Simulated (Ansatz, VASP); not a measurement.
One calculation of Rh, two programs

```xyz
1
Lattice="0.0000 1.8979 1.8979 1.8979 0.0000 1.8979 1.8979 1.8979 0.0000" Properties=species:S:1:pos:R:3 pbc="T T T"
Rh    0.0000    0.0000    0.0000
```

Alike in both runs: task single point; functional RPBE; k mesh 8 × 8 × 8; occupations gaussian, width 0.1 eV; no spin polarisation.

```csv
,VASP,Ansatz
version,VASP 6.6.1,Ansatz 0.2.0
potentials or method,"VASP PAW PBE potentials, release 64 (Rh_pv), cutoff 500 eV","scalar-relativistic, plane waves, PAW"
valence electrons in the cell,15,17
```

Ansatz gave:

| Quantity | Value |
| --- | --- |
| gap on the k mesh at the Fermi level (eV) | none |
| pressure (GPa) | 13.0 |

Q: Which values does VASP return?

A: gap on the k mesh at the Fermi level (eV): none; pressure (GPa): 13.2.

VASP's potentials were made for PBE, not for RPBE. A gap of «none» marks a metal or a gap that the smearing closes. With one functional, cell and mesh, what is left measures potentials, basis and numerics. VASP's potentials hold 15 valence electrons a cell and Ansatz's 17, so a difference there can come from the potentials and not from the codes.
